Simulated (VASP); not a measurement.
# Fe (Fm-3m) in VASP: notebook

Runs on Fe. Level: r2SCAN. Tasks: single point.

All numbers are computed with VASP 6.6.1; they aren't measurements. Logs are shortened: lines on timing, memory, paths and dates and some standing lists are left out, and cuts for length are marked.

### 1 The cell of the first run

The structure is cubic, space group Fm-3m (No. 225). Conventional cell: a = 3.501 Å, b = 3.501 Å, c = 3.501 Å, α = 90.00°, β = 90.00°, γ = 90.00°. Within 3.3 Å of Fe (site symmetry m-3m) lie 12 Fe at 2.48 Å.

### 2 Single point, r2SCAN (volume scaled by 1.08)

Contents of POSCAR:

```
Fe
1.0
    0.0000000000      1.7506080061      1.7506080061
    1.7506080061      0.0000000000      1.7506080061
    1.7506080061      1.7506080061      0.0000000000
Fe
1
Direct
    0.0000000000      0.0000000000      0.0000000000
```

Contents of INCAR.step1:

```
SYSTEM = Fe
PREC = Accurate
ENCUT = 520
ISMEAR = -1
SIGMA = 0.1
LREAL = .FALSE.
LASPH = .TRUE.
NELM = 60
NBANDS = 10
GGA = PE
ALGO = Normal
EDIFF = 1E-4
LWAVE = .TRUE.
LCHARG = .FALSE.
```

Contents of INCAR.step2:

```
SYSTEM = Fe
PREC = Accurate
ENCUT = 520
EDIFF = 1E-7
ISMEAR = -1
SIGMA = 0.1
LREAL = .FALSE.
LASPH = .TRUE.
NELM = 60
ALGO = Normal
ISIF = 2
LWAVE = .FALSE.
LCHARG = .FALSE.
METAGGA = R2SCAN
LMIXTAU = .TRUE.
NBANDS = 10
ISTART = 1
```

Contents of KPOINTS:

```
Automatic mesh
0
G
  18 18 18
  0 0 0
```

Potentials or basis: VASP PAW PBE potentials, release 64 (Fe).

On the command line:

```
$ cat potpaw_PBE.64/Fe/POTCAR > POTCAR
$ cp INCAR.step1 INCAR
$ mpirun -np 1 vasp_std > vasp.out
$ cp INCAR.step2 INCAR
$ mpirun -np 1 vasp_std > vasp.out
```

OUTCAR:

```text
SYSTEM = Fe
   PREC = Accurate
   ENCUT = 520
   EDIFF = 1E-7
   ISMEAR = -1
   LREAL = .FALSE.
   LASPH = .TRUE.
   NELM = 60
   ISIF = 2
   METAGGA = R2SCAN
   ISTART = 1

 ion  position               nearest neighbor table
   1  0.000  0.000  0.000-

  LATTYP: Found a face centered cubic cell.
 ALAT       =     3.5012160122

  Lattice vectors:

 A1 = (   0.0000000000,   1.7506080061,   1.7506080061)
 A2 = (   1.7506080061,   0.0000000000,   1.7506080061)
 A3 = (   1.7506080061,   1.7506080061,   0.0000000000)

Analysis of symmetry for initial positions (statically):
=====================================================================
 Subroutine PRICEL returns:
 Original cell was already a primitive cell.

 Routine SETGRP: Setting up the symmetry group for a
 face centered cubic supercell.

 Subroutine GETGRP returns: Found 48 space group operations
 (whereof 48 operations were pure point group operations)
 out of a pool of 48 trial point group operations.

The static configuration has the point symmetry O_h .

Analysis of symmetry for dynamics (positions and initial velocities):
=====================================================================
 Subroutine PRICEL returns:
 Original cell was already a primitive cell.

 Routine SETGRP: Setting up the symmetry group for a
 face centered cubic supercell.

 Subroutine GETGRP returns: Found 48 space group operations
 (whereof 48 operations were pure point group operations)
 out of a pool of 48 trial point group operations.

The dynamic configuration has the point symmetry O_h .

 Subroutine INISYM returns: Found 48 space group operations
 (whereof 48 operations are pure point group operations),
 and found     1 'primitive' translations

----------------------------------------------------------------------------------------

                                     Primitive cell

  volume of cell :      10.7299

  direct lattice vectors                    reciprocal lattice vectors
     0.000000000  1.750608006  1.750608006    -0.285615054  0.285615054  0.285615054
     1.750608006  0.000000000  1.750608006     0.285615054 -0.285615054  0.285615054
     1.750608006  1.750608006  0.000000000     0.285615054  0.285615054 -0.285615054

  length of vectors
     2.475733585  2.475733585  2.475733585     0.494699785  0.494699785  0.494699785

  position of ions in fractional coordinates (direct lattice)
     0.000000000  0.000000000  0.000000000

  ion indices of the primitive-cell ions
   primitive index   ion index
                 1           1

----------------------------------------------------------------------------------------

 KPOINTS: Automatic mesh

Automatic generation of k-mesh.
 Grid dimensions read from file:
 generate k-points for:   18   18   18

 Generating k-lattice:

  Cartesian coordinates                     Fractional coordinates (reciprocal lattice)
    -0.015867503  0.015867503  0.015867503     0.055555556  0.000000000  0.000000000
     0.015867503 -0.015867503  0.015867503     0.000000000  0.055555556  0.000000000
     0.015867503  0.015867503 -0.015867503     0.000000000  0.000000000  0.055555556

  Length of vectors
     0.027483321  0.027483321  0.027483321

  Shift w.r.t. Gamma in fractional coordinates (k-lattice)
     0.000000000  0.000000000  0.000000000

 Subroutine IBZKPT returns following result:
 ===========================================

 Found    195 irreducible k-points:

 Following reciprocal coordinates:
            Coordinates               Weight
  0.000000  0.000000  0.000000      1.000000
  0.055556  0.000000  0.000000      8.000000
  0.111111  0.000000  0.000000      8.000000
  0.166667  0.000000  0.000000      8.000000
  0.222222  0.000000  0.000000      8.000000
  0.277778  0.000000  0.000000      8.000000
[... 16 lines left out ...]
 -0.277778  0.055556  0.000000     24.000000
 -0.222222  0.055556  0.000000     24.000000
 [... further k-points ...]
   k-points           NKPTS =    195   k-points in BZ     NKDIM =    195   number of bands    NBANDS=     10
   number of dos      NEDOS =    301   number of ions     NIONS =      1
   total plane-waves  NPLWV =   5832
   dimension x,y,z NGX =    18 NGY =   18 NGZ =   18
   dimension x,y,z NGXF=    36 NGYF=   36 NGZF=   36
   ions per type =               1
   NGX,Y,Z   is equivalent  to a cutoff of  12.09, 12.09, 12.09 a.u.
   NGXF,Y,Z  is equivalent  to a cutoff of  24.17, 24.17, 24.17 a.u.
 SYSTEM =  Fe
   PREC   = accura    normal or accurate (medium, high low for compatibility)
   ISTART =      1    job   : 0-new  1-cont  2-samecut
   ICHARG =      0    charge: 1-file 2-atom 10-const
   ISPIN  =      1    spin polarized calculation?
   LNONCOLLINEAR =      F non collinear calculations
   LSORBIT =      F    spin-orbit coupling
   LASPH  =      T    aspherical Exc in radial PAW
   ENCUT  =  520.0 eV  38.22 Ry    6.18 a.u.   4.60  4.60  4.60*2*pi/ulx,y,z
   NELM   =     60;   NELMIN=  2; NELMDL=  0     # of ELM steps
   EDIFF  = 0.1E-06   stopping-criterion for ELM
   LREAL  =      F    real-space projection
   EDIFFG = 0.1E-05   stopping-criterion for IOM
   NSW    =      0    number of steps for IOM
   IBRION =     -1    ionic relax: 0-MD 1-quasi-New 2-CG
   NFREE  =      0    steps in history (QN), initial steepest desc. (CG)
   ISIF   =      2    stress and relaxation
   ISYM   =      2    0-nonsym 1-usesym 2-fastsym
   POTIM  = 0.5000    time-step for ionic-motion
   TEBEG  =    0.0;   TEEND  =   0.0 temperature during run
   PSTRESS=    0.0 pullay stress
   NELECT =       8.0000    total number of electrons
   NUPDOWN=      -1.0000    fix difference up-down
   EMIN   =  10.00;   EMAX   =-10.00  energy-range for DOS
   EFERMI =   0.00;   METHOD = LEGACY
   ISMEAR =    -1;   SIGMA  =   0.10  broadening in eV -4-tet -1-fermi 0-gaus
   EFERMI_NEDOS =   21; number of points for ismear=-14 and -15
   IALGO  =     38    algorithm
   IMIX   =      4    mixing-type and parameters
     AMIX     =   0.40;   BMIX     =  1.00
     AMIX_MAG =   1.60;   BMIX_MAG =  1.00
  volume/ion in A,a.u.               =      10.73        72.41
  Fermi-wavevector in a.u.,A,eV,Ry     =   1.484474  2.805249 29.982655  2.203663
  Thomas-Fermi vector in A             =   2.598006
   LORBIT       =      0    0 simple, 1 ext, 2 COOP (PROOUT), +10 PAW based schemes
   METAGGA = R2SCAN    functional components
   LHFCALC =     F    Hartree Fock is set to
   AEXX    =    0.0000 exact exchange contribution
   IVDW    =     0    specifies the selected vdW correction
   LEPSILON=     F    determine dielectric tensor
   LRPA    =     F    only Hartree local field effects (RPA)
 non-spin polarized calculation
  energy-cutoff  :      520.00
  volume of cell :       10.73
 maximum number of plane-waves:       302
   NGX =  9   NGY =  9   NGZ =  9

 number of electron       7.9999998 magnetization

 Free energy of the ion-electron system (eV)
  ---------------------------------------------------
  ext. energy  EPLUGINS =         0.00000000
  ---------------------------------------------------
  free energy    TOTEN  =       -13.58221079 eV

  energy without entropy =      -13.52292792  energy(sigma->0) =      -13.55256935

 E-fermi :   6.1245     XC(G=0): -14.6927

 val. band max:        6.1216311820   @ k =  -0.4444   0.4444   0.0556
 cond. band min:       6.1284129573   @ k =   0.3333   0.2778   0.0000
 fundamental gap:      0.0067817754
 Fermi energy:         6.1244653358

 k-point     1 :       0.0000    0.0000    0.0000
  band No.  band energies     occupation
      1      -2.9103      2.00000
      2       4.5806      2.00000
      3       4.5806      2.00000
      4       4.5806      2.00000
      5       6.0448      1.37841
      6       6.0448      1.37841
      7      30.0851      0.00000
      8      35.6956      0.00000
      9      35.6957      0.00000
     10      35.6957      0.00000

 k-point     2 :       0.0556    0.0000    0.0000
  band No.  band energies     occupation
      1      -2.7778      2.00000
      2       4.5318      2.00000
      3       4.6180      2.00000
      4       4.6180      2.00000
      5       6.0271      1.45176
      6       6.0271      1.45175
      7      29.8950      0.00000
      8      34.0083      0.00000
      9      35.4631      0.00000
     10      35.4632      0.00000

 k-point     3 :       0.1111    0.0000    0.0000
  band No.  band energies     occupation
      1      -2.3880      2.00000
      2       4.3991      2.00000
      3       4.7147      2.00000
      4       4.7147      2.00000
      5       5.9896      1.58784
      6       5.9896      1.58783
      7      28.8528      0.00000
      8      32.1184      0.00000
      9      34.9902      0.00000
     10      34.9902      0.00000

 k-point     4 :       0.1667    0.0000    0.0000
  band No.  band energies     occupation
      1      -1.7664      2.00000
      2       4.2230      2.00000
      3       4.8196      2.00000
      4       4.8196      2.00000
      5       5.9835      1.60747
      6       5.9835      1.60743
      7      26.5793      0.00000
      8      31.3014      0.00000
      9      34.5193      0.00000
     10      34.5194      0.00000
[... 222 lines left out ...]
 k-point    22 :      -0.3333    0.0556    0.0000
  band No.  band energies     occupation
      1       0.9436      2.00000
      2       4.3798      2.00000
      3       4.6071      2.00000
      4       4.6970      2.00000
      5       6.5130      0.04024
      6       6.9958      0.00033
      7      18.0924      0.00000
      8      28.6830      0.00000
      9      32.2699      0.00000
     10      35.2564      0.00000

 k-point    23 :      -0.2778    0.0556    0.0000
  band No.  band energies     occupation
      1       0.2780      2.00000
      2       4.0236      2.00000
      3       4.7296      2.00000
      4       4.8162      2.00000
      5       6.1999      0.63986
      6       6.6719      0.00835
      7      20.4973      0.00000
      8      29.0678      0.00000
      9      32.7149      0.00000
     10      35.7363      0.00000

 k-point    24 :      -0.2222    0.0556    0.0000
  band No.  band energies     occupation
      1      -0.5744      2.00000
      2       3.9809      2.00000
      3       4.8303      2.00000
      4       4.9074      1.99999
      5       5.9371      1.73375
      6       6.3840      0.13882
      7      23.1003      0.00000
      8      29.5158      0.00000
      9      33.2827      0.00000
     10      35.8462      0.00000

 [... further k-points ...]
[... 5 lines left out ...]
  --------------------------------------------------------------------------------------
  -------------------------------------------------------------------------------------
  Total       -1.3176221     -1.3176221     -1.3176221      0.0000000      0.0000000      0.0000000
  in kB     -196.7454668   -196.7454668   -196.7454668      0.0000000      0.0000000      0.0000000
  external PRESSURE =    -196.7454668 kB  Pullay stress =       0.0000000 kB

 VOLUME and BASIS-vectors are now :
 -----------------------------------------------------------------------------
  energy-cutoff  :      520.00
  volume of cell :       10.73
      direct lattice vectors                 reciprocal lattice vectors
     0.000000000  1.750608006  1.750608006    -0.285615054  0.285615054  0.285615054
     1.750608006  0.000000000  1.750608006     0.285615054 -0.285615054  0.285615054
     1.750608006  1.750608006  0.000000000     0.285615054  0.285615054 -0.285615054

 POSITION                                       TOTAL-FORCE (eV/Angst)
 -----------------------------------------------------------------------------------
      0.00000      0.00000      0.00000         0.000000     -0.000000      0.000000
 -----------------------------------------------------------------------------------
    total drift:                                0.000000     -0.000000     -0.000000

  FREE ENERGIE OF THE ION-ELECTRON SYSTEM (eV)
  ---------------------------------------------------
  free  energy   TOTEN  =       -13.5822107903 eV

  energy  without entropy=      -13.5229279164  energy(sigma->0) =      -13.55256935
```

It took 44 s on 1 thread of Intel Xeon Platinum 8488C (Sapphire Rapids), shared host; peak memory 0.13 GiB.

What came out:

* Free energy: -13.5822 eV
* Pressure: -19.7 GPa
* Band gap on the k mesh: zero (band 4 reaches 7.36 eV, above the bottom of band 5 at 5.45 eV)

Levels at points of the mesh, in eV from the Fermi level:
```
           k point  band 2  band 3  band 4  band 5  band 6  band 7
(0.00, 0.00, 0.00)   -1.54   -1.54   -1.54   -0.08   -0.08   23.96
(0.50, 0.00, 0.00)   -1.65   -1.65    0.08    0.96    0.96    8.20
(0.50, 0.50, 0.00)   -4.07    0.91    1.23    1.23    3.18   11.60
```

Caveat: the PAW data sets were made with another functional, which shifts forces and pressure a little; the run has no spin polarisation, though such a crystal can be magnetic. Spin polarisation is off, so any magnetic state and its effect on volume and gap are missing.

### 3 Single point, r2SCAN (volume scaled by 1.12)

Contents of POSCAR:

```
Fe
1.0
    0.0000000000      1.7719589884      1.7719589884
    1.7719589884      0.0000000000      1.7719589884
    1.7719589884      1.7719589884      0.0000000000
Fe
1
Direct
    0.0000000000      0.0000000000      0.0000000000
```

INCAR.step1 is that of step 2.

Edit INCAR.step2 of step 2 so:

```diff
@@ -12,5 +12,7 @@
 LWAVE = .FALSE.
-LCHARG = .FALSE.
+LCHARG = .TRUE.
 METAGGA = R2SCAN
 LMIXTAU = .TRUE.
+LELF = .TRUE.
+LVHAR = .TRUE.
 NBANDS = 10
```

KPOINTS is that of step 2.

Potentials or basis: VASP PAW PBE potentials, release 64 (Fe).

On the command line:

```
$ cat potpaw_PBE.64/Fe/POTCAR > POTCAR
$ cp INCAR.step1 INCAR
$ mpirun -np 1 vasp_std > vasp.out
$ cp INCAR.step2 INCAR
$ mpirun -np 1 vasp_std > vasp.out
```

It took 52 s on 1 thread of Intel Xeon Platinum 8488C (Sapphire Rapids), shared host; peak memory 0.14 GiB.

It converged, with:

```
Free energy            : -13.5242 eV
Pressure               : -26.8 GPa
Band gap on the k mesh : zero (band 4 reaches 6.91 eV, above the bottom of band 5 at 5.10 eV)
```

Levels at points of the mesh, in eV from the Fermi level:
| k point | band 1 | band 2 | band 3 | band 4 | band 5 | band 6 | band 7 | band 8 |
| --- | --- | --- | --- | --- | --- | --- | --- | --- |
| (0.00, 0.00, 0.00) | -8.82 | -1.46 | -1.46 | -1.46 | -0.08 | -0.08 | 23.64 | 28.99 |
| (0.50, 0.00, 0.00) | -4.57 | -1.56 | -1.56 | 0.09 | 0.91 | 0.91 | 7.86 | 22.22 |
| (0.50, 0.50, 0.00) | -4.59 | -3.86 | 0.86 | 1.17 | 1.17 | 3.09 | 11.21 | 16.15 |

Caveat: the PAW data sets were made with another functional, which shifts forces and pressure a little; the run has no spin polarisation, though such a crystal can be magnetic. Spin polarisation is off, so any magnetic state and its effect on volume and gap are missing.
